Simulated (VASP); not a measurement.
# HfC (Fm-3m) in VASP: further runs

Aim: see how the results for HfC move with the level of theory and the settings. Levels: PBEsol, LDA. Tasks: density of states, vibrations by perturbation theory, elastic constants.

All numbers are computed with VASP 6.6.1; they aren't measurements. Logs are shortened: lines on timing, memory, paths and dates and some standing lists are left out, and cuts for length are marked.

### Step 1. The cell of the first run

It takes space group Fm-3m (No. 225, cubic). The conventional cell has a = 4.650 Å, b = 4.650 Å, c = 4.650 Å, α = 90.00°, β = 90.00°, γ = 90.00°. Within 3.1 Å of Hf (site symmetry m-3m) lie 6 C at 2.33 Å. Within 3.1 Å of C (site symmetry m-3m) lie 6 Hf at 2.33 Å.

### Step 2. Density of states, PBEsol

POSCAR

```
HfC
1.0
    0.0000000000      2.3250000000      2.3250000000
    2.3250000000      0.0000000000      2.3250000000
    2.3250000000      2.3250000000      0.0000000000
Hf C
1 1
Direct
    0.5000000000      0.5000000000      0.5000000000
    0.0000000000      0.0000000000      0.0000000000
```

INCAR.step1

```
PREC = Accurate
ENCUT = 520
EDIFF = 1E-6
ISMEAR = -1
SIGMA = 0.05
LREAL = F
LASPH = T
NELM = 100
ALGO = Normal
ISIF = 2
LWAVE = F
LCHARG = T
LMAXMIX = 4
GGA = PS
NBANDS = 14
```

KPOINTS.step1

```
Automatic mesh
0
Gamma
  8 8 8
```

INCAR.step2

```
PREC = Accurate
ENCUT = 520
EDIFF = 1E-6
ISMEAR = -5
SIGMA = 0.05
LREAL = F
LASPH = T
NELM = 100
ALGO = Normal
ISIF = 2
LWAVE = F
LCHARG = F
LMAXMIX = 4
GGA = PS
LORBIT = 10
NBANDS = 14
NEDOS = 1001
ICHARG = 11
```

KPOINTS.step2

```
Automatic mesh
0
Gamma
  12 12 12
```

Potentials or basis: VASP PAW PBE potentials, release 64 (Hf_pv, C).

Run with:

```console
$ cat potpaw_PBE.64/Hf_pv/POTCAR potpaw_PBE.64/C/POTCAR > POTCAR
$ cp INCAR.step1 INCAR
$ cp KPOINTS.step1 KPOINTS
$ mpirun -np 1 vasp_std > vasp.out
$ cp INCAR.step2 INCAR
$ cp KPOINTS.step2 KPOINTS
$ mpirun -np 1 vasp_std > vasp.out
```

OUTCAR:

```text
PREC = Accurate
   ENCUT = 520
   EDIFF = 1E-6
   ISMEAR = -5
   LREAL = F
   LASPH = T
   NELM = 100
   ISIF = 2
   GGA = PS
   LORBIT = 10
   ICHARG = 11

 ion  position               nearest neighbor table
   1  0.500  0.500  0.500-   2 2.33   2 2.33   2 2.33   2 2.33   2 2.33   2 2.33
   2  0.000  0.000  0.000-   1 2.33   1 2.33   1 2.33   1 2.33   1 2.33   1 2.33

  LATTYP: Found a face centered cubic cell.
 ALAT       =     4.6500000000

  Lattice vectors:

 A1 = (   0.0000000000,   2.3250000000,   2.3250000000)
 A2 = (   2.3250000000,   0.0000000000,   2.3250000000)
 A3 = (   2.3250000000,   2.3250000000,   0.0000000000)

Analysis of symmetry for initial positions (statically):
=====================================================================
 Subroutine PRICEL returns:
 Original cell was already a primitive cell.

 Routine SETGRP: Setting up the symmetry group for a
 face centered cubic supercell.

 Subroutine GETGRP returns: Found 48 space group operations
 (whereof 48 operations were pure point group operations)
 out of a pool of 48 trial point group operations.

The static configuration has the point symmetry O_h .

Analysis of symmetry for dynamics (positions and initial velocities):
=====================================================================
 Subroutine PRICEL returns:
 Original cell was already a primitive cell.

 Routine SETGRP: Setting up the symmetry group for a
 face centered cubic supercell.

 Subroutine GETGRP returns: Found 48 space group operations
 (whereof 48 operations were pure point group operations)
 out of a pool of 48 trial point group operations.

The dynamic configuration has the point symmetry O_h .

 Subroutine INISYM returns: Found 48 space group operations
 (whereof 48 operations are pure point group operations),
 and found     1 'primitive' translations

----------------------------------------------------------------------------------------

                                     Primitive cell

  volume of cell :      25.1362

  direct lattice vectors                    reciprocal lattice vectors
     0.000000000  2.325000000  2.325000000    -0.215053763  0.215053763  0.215053763
     2.325000000  0.000000000  2.325000000     0.215053763 -0.215053763  0.215053763
     2.325000000  2.325000000  0.000000000     0.215053763  0.215053763 -0.215053763

  length of vectors
     3.288046533  3.288046533  3.288046533     0.372484045  0.372484045  0.372484045

[... 93 lines left out ...]
   NELECT =      14.0000    total number of electrons
   NUPDOWN=      -1.0000    fix difference up-down
   EMIN   =  10.00;   EMAX   =-10.00  energy-range for DOS
   EFERMI =   0.00;   METHOD = LEGACY
   ISMEAR =    -5;   SIGMA  =   0.05  broadening in eV -4-tet -1-fermi 0-gaus
   EFERMI_NEDOS =   21; number of points for ismear=-14 and -15
   IALGO  =     38    algorithm
   IMIX   =      4    mixing-type and parameters
     AMIX     =   0.40;   BMIX     =  1.00
     AMIX_MAG =   1.60;   BMIX_MAG =  1.00
  volume/ion in A,a.u.               =      12.57        84.81
  Fermi-wavevector in a.u.,A,eV,Ry     =   1.346949  2.545365 24.684672  1.814272
  Thomas-Fermi vector in A             =   2.474740
   LORBIT       =     10    0 simple, 1 ext, 2 COOP (PROOUT), +10 PAW based schemes
   GGA     = PS    functional components
   LHFCALC =     F    Hartree Fock is set to
   AEXX    =    0.0000 exact exchange contribution
   IVDW    =     0    specifies the selected vdW correction
   LEPSILON=     F    determine dielectric tensor
   LRPA    =     F    only Hartree local field effects (RPA)
 non-spin polarized calculation
 Fermi weights with tetrahedron method with Bloechl corrections
  energy-cutoff  :      520.00
  volume of cell :       25.14
 maximum number of plane-waves:       700

 number of electron      14.0000000 magnetization

 Free energy of the ion-electron system (eV)
  ---------------------------------------------------
  ext. energy  EPLUGINS =         0.00000000
  ---------------------------------------------------
  free energy    TOTEN  =       -22.17977252 eV

  energy without entropy =      -22.17977252  energy(sigma->0) =      -22.17977252

 E-fermi :   5.8342     XC(G=0): -12.4203

 val. band max:        5.7290646424   @ k =   0.5000   0.5000   0.0000
 cond. band min:       5.8715504340   @ k =   0.4167   0.3333   0.0000
 fundamental gap:      0.1424857916
 Fermi energy:         5.8342037406

 k-point     1 :       0.0000    0.0000    0.0000
  band No.  band energies     occupation
      1     -23.6952      2.00000
      2     -23.6952      2.00000
      3     -23.6952      2.00000
      4      -6.4813      2.00000
      5       6.8353     -0.80981
      6       6.8353      0.00000
      7       6.8353      0.00000
      8       7.1505      0.00000
      9       7.1505      0.00000
     10       7.1505      0.00000
     11       9.1697      0.00000
     12       9.1697      0.00000
     13      12.6371      0.00000
     14      16.7503      0.00000
[... 377 lines left out ...]
      1     -24.3108      2.00000
      2     -23.8898      2.00000
      3     -23.7902      2.00000
      4      -3.0853      2.00000
      5       0.3506      2.00000
      6       3.0162      2.00000
      7       3.1136      2.00000
      8      10.0068      0.00000
      9      10.7964      0.00000
     10      10.9998      0.00000
     11      14.4032      0.00000
     12      15.8492      0.00000
     13      16.7339      0.00000
     14      19.1774      0.00000

 [... further k-points ...]
[... 5 lines left out ...]
  --------------------------------------------------------------------------------------
  -------------------------------------------------------------------------------------
  Total       -1.1057567     -1.1057567     -1.1057567      0.0000000      0.0000000      0.0000000
  in kB      -70.4808736    -70.4808736    -70.4808736      0.0000000      0.0000000      0.0000000
  external PRESSURE =     -70.4808736 kB  Pullay stress =       0.0000000 kB

 VOLUME and BASIS-vectors are now :
 -----------------------------------------------------------------------------
  energy-cutoff  :      520.00
  volume of cell :       25.14
      direct lattice vectors                 reciprocal lattice vectors
     0.000000000  2.325000000  2.325000000    -0.215053763  0.215053763  0.215053763
     2.325000000  0.000000000  2.325000000     0.215053763 -0.215053763  0.215053763
     2.325000000  2.325000000  0.000000000     0.215053763  0.215053763 -0.215053763

 POSITION                                       TOTAL-FORCE (eV/Angst)
 -----------------------------------------------------------------------------------
      2.32500      2.32500      2.32500        -0.000000      0.000000     -0.000000
      0.00000      0.00000      0.00000         0.000000     -0.000000      0.000000
 -----------------------------------------------------------------------------------
    total drift:                                0.000000     -0.000000      0.000000

  FREE ENERGIE OF THE ION-ELECTRON SYSTEM (eV)
  ---------------------------------------------------
  free  energy   TOTEN  =       -22.1797725226 eV

  energy  without entropy=      -22.1797725226  energy(sigma->0) =      -22.17977252

 total charge

# of ion       s       p       d       tot
------------------------------------------
    1        0.312   6.625   1.678   8.615
    2        0.867   1.498   0.000   2.366
--------------------------------------------------
tot          1.179   8.123   1.678  10.980
```

It took 21 s on 1 thread of AMD EPYC 7R43 (Zen 3), shared host; peak memory 0.12 GiB.

Results:

```
Valence electrons inside the program's atomic spheres : Hf 8.62; C 2.37
```

Caveat: the PAW data sets were made with another functional, which shifts forces and pressure a little; spin-orbit coupling is left out, which moves the levels of the heavy elements; tetrahedron occupations give inexact forces and stress in metals.

### Step 3. Vibrations by perturbation theory, PBEsol

INCAR

```
SYSTEM = HfC
PREC     = Accurate       ! precision mode
ENCUT    = 520            ! plane-wave cutoff, eV
EDIFF    = 1E-8           ! SCF threshold, eV
ISMEAR   = -1             ! smearing method
SIGMA    = 0.05           ! smearing width, eV
LREAL    = .False.        ! projectors in reciprocal space
LASPH    = .True.         ! aspherical terms in the spheres
NELM     = 80             ! most SCF steps
ALGO     = Normal         ! electronic algorithm
ISIF     = 2              ! what is computed and relaxed
LWAVE    = .False.        ! write WAVECAR
LCHARG   = .False.        ! write CHGCAR
GGA      = PS             ! functional
NBANDS   = 14             ! bands
IBRION   = 8              ! ionic algorithm
NSW      = 1              ! ionic steps
```

KPOINTS

```
Automatic mesh
0
Gamma
  8 8 8
  0 0 0
```

POSCAR is that of step 2.

Potentials or basis: VASP PAW PBE potentials, release 64 (Hf_pv, C).

Run with:

```console
$ cat potpaw_PBE.64/Hf_pv/POTCAR potpaw_PBE.64/C/POTCAR > POTCAR
$ mpirun -np 1 vasp_std > vasp.out
```

OUTCAR:

```text
SYSTEM = HfC
   PREC = Accurate
   ENCUT = 520
   EDIFF = 1E-8
   ISMEAR = -1
   LREAL = .False.
   LASPH = .True.
   NELM = 80
   ISIF = 2
   GGA = PS
   IBRION = 8
   NSW = 1

 ion  position               nearest neighbor table
   1  0.500  0.500  0.500-   2 2.33   2 2.33   2 2.33   2 2.33   2 2.33   2 2.33
   2  0.000  0.000  0.000-   1 2.33   1 2.33   1 2.33   1 2.33   1 2.33   1 2.33

  LATTYP: Found a face centered cubic cell.
 ALAT       =     4.6500000000

  Lattice vectors:

 A1 = (   0.0000000000,   2.3250000000,   2.3250000000)
 A2 = (   2.3250000000,   0.0000000000,   2.3250000000)
 A3 = (   2.3250000000,   2.3250000000,   0.0000000000)

Analysis of symmetry for initial positions (statically):
=====================================================================
 Subroutine PRICEL returns:
 Original cell was already a primitive cell.

 Routine SETGRP: Setting up the symmetry group for a
 face centered cubic supercell.

 Subroutine GETGRP returns: Found 48 space group operations
 (whereof 48 operations were pure point group operations)
 out of a pool of 48 trial point group operations.

The static configuration has the point symmetry O_h .

Analysis of symmetry for dynamics (positions and initial velocities):
=====================================================================
 Subroutine PRICEL returns:
 Original cell was already a primitive cell.

 Routine SETGRP: Setting up the symmetry group for a
 face centered cubic supercell.

 Subroutine GETGRP returns: Found 48 space group operations
[... 593 lines left out ...]
    total drift:                                0.000000     -0.000000      0.000000

  FREE ENERGIE OF THE ION-ELECTRON SYSTEM (eV)
  ---------------------------------------------------
  free  energy   TOTEN  =       -22.1767242658 eV

  energy  without entropy=      -22.1741195390  energy(sigma->0) =      -22.17542190

[... ionic steps 2 to 3 ...]

--------------------------------------- Ionic step        4  -------------------------------------------

------------------------ aborting loop because EDIFF is reached ----------------------------------------

[... ionic steps 5 to 6 ...]

--------------------------------------- Ionic step        7  -------------------------------------------

 Free energy of the ion-electron system (eV)
  ---------------------------------------------------
  ---------------------------------------------------
  free energy    TOTEN  =        -0.11921289 eV

  energy without entropy =       -0.11921289

------------------------ aborting loop because EDIFF is reached ----------------------------------------

 INTERNAL STRAIN TENSOR  FOR ION    2  DIRECTION 1   (eV/Angst):
 -----------------------------------------------------------------------------
    -0.03102 -0.00000  0.00000
     0.00000  0.00853 -0.00000
     0.00000 -0.00000  0.00853

 INTERNAL STRAIN TENSOR FOR ION    2 for displacements in x,y,z  (eV/Angst):
          X           Y           Z          XY          YZ          ZX
  --------------------------------------------------------------------------------
  x     0.00000     0.00000     0.00000     0.00000     0.00000     0.00000
  y     0.00000     0.00000     0.00000     0.00000     0.00000     0.00000
  z     0.00000     0.00000     0.00000     0.00000     0.00000     0.00000

 SECOND DERIVATIVES (NOT SYMMETRIZED)
 ------------------------------------
               1X          1Y          1Z          2X          2Y          2Z
  1X    -8.367986    0.000000    0.000000    8.367986    0.000000    0.000000
  1Y     0.000000   -8.367986    0.000000    0.000000    8.367986    0.000000
  1Z     0.000000    0.000000   -8.367986    0.000000    0.000000    8.367986
  2X     8.366398    0.000000    0.000000   -8.366398    0.000000    0.000000
  2Y     0.000000    8.366398    0.000000    0.000000   -8.366398    0.000000
  2Z     0.000000    0.000000    8.366398    0.000000    0.000000   -8.366398

 Eigenvectors and eigenvalues of the dynamical matrix
 ----------------------------------------------------

   1 f  =   13.479528 THz    84.694375 2PiTHz  449.628670 cm-1    55.746825 meV
             X         Y         Z           dx          dy          dz
      2.325000  2.325000  2.325000    -0.090855   -0.234107    0.000000
      0.000000  0.000000  0.000000     0.350206    0.902383    0.000000
[... 21 lines left out ...]
   6 f/i=    0.000311 THz     0.001953 2PiTHz    0.010369 cm-1     0.001286 meV
             X         Y         Z           dx          dy          dz
      2.325000  2.325000  2.325000     0.091017   -0.928354    0.258483
      0.000000  0.000000  0.000000     0.023613   -0.240845    0.067059

--------------------------------------------------------------------------------------------------------

 ELASTIC MODULI CONTR FROM IONIC RELAXATION (kBar)
 Direction    XX          YY          ZZ          XY          YZ          ZX
 --------------------------------------------------------------------------------
 XX           0.0000      0.0000      0.0000      0.0000      0.0000      0.0000
 YY           0.0000      0.0000      0.0000      0.0000      0.0000      0.0000
 ZZ           0.0000      0.0000      0.0000      0.0000      0.0000      0.0000
 XY           0.0000      0.0000      0.0000      0.0000      0.0000      0.0000
 YZ           0.0000      0.0000      0.0000      0.0000      0.0000      0.0000
 ZX           0.0000      0.0000      0.0000      0.0000      0.0000      0.0000
 --------------------------------------------------------------------------------
```

OSZICAR:

```text
N       E                     dE             d eps       ncg     rms          rms(c)
DAV:   1     0.191602343176E+02    0.19160E+02   -0.76241E+03   820   0.967E+02
DAV:   2    -0.236783579286E+02   -0.42839E+02   -0.40072E+02  1024   0.197E+02
[... 41 lines left out ...]
RMM:   5    -0.119224143792E+00    0.11136E-04   -0.88985E-06  2730   0.210E-02    0.996E-03
RMM:   6    -0.119223435833E+00    0.70796E-06   -0.30562E-07  2872   0.379E-03    0.251E-03
RMM:   7    -0.119211658696E+00    0.11777E-04   -0.68737E-08  2724   0.179E-03    0.181E-03
RMM:   8    -0.119213654057E+00   -0.19954E-05   -0.75417E-10  2913   0.525E-04    0.182E-04
RMM:   9    -0.119212885199E+00    0.76886E-06    0.26484E-08  2844   0.116E-04    0.101E-04
RMM:  10    -0.119212886960E+00   -0.17607E-08   -0.10794E-08  3061   0.268E-05    0.325E-05
 Linear response finished
```

Wall time 73 s (1 thread of AMD EPYC 7R43 (Zen 3), shared host); peak memory 0.16 GiB.

Results:

* Highest phonon frequency at Γ, LO-TO splitting left out: 450 cm⁻¹

Phonon frequencies in cm⁻¹ (negative: imaginary):
| q point | frequencies |
| --- | --- |
| (0.000, 0.000, 0.000) | 0 0 0 450 450 450 |

Caveat: the cell wasn't relaxed at this level first, which shifts response properties; the PAW data sets were made with another functional, which shifts forces and pressure a little; spin-orbit coupling is left out, which moves the levels of the heavy elements.

[end of part 1 of 2]
